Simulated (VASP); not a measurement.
Runs of VASP 6.6.1 on SrGa2B2. The typed cell holds 5 atoms: a = 4.436 Å, b = 4.436 Å, c = 4.745 Å, α = 90.00°, β = 90.00°, γ = 60.00°. 

| spin | k mesh | smearing | gap on the mesh (eV) | pressure (GPa) | largest force (eV/Å) |
| --- | --- | --- | --- | --- | --- |
| collinear, ferromagnetic start | 5 × 5 × 4 | fermi-dirac 0.1 eV | none | 24.1 | 7.58 |
| off | 5 × 5 × 4 | fermi-dirac 0.1 eV | none | 24.1 | 7.58 |
| off | 5 × 5 × 4 | methfessel-paxton 0.025 eV | none | 24.1 | 7.64 |
| off | 6 × 6 × 5 | fermi-dirac 0.1 eV | none | 23.7 | (a) |

Alike in all rows: task single point; level PBE; potentials or basis VASP PAW PBE potentials, release 64 (Ga_d, B, Sr_sv); cell as given; cutoff (eV) 520.

Q: Estimate the missing entries.

A: (a) 7.56.

Caveats: forces of over 1 eV/Å act on the atoms, so gaps and moduli don't describe the material at rest.

A k mesh can miss the band edges, and the runs leave out spin-orbit coupling on Ga, Sr.

A gap of «none» marks levels without a gap at the run's occupations.
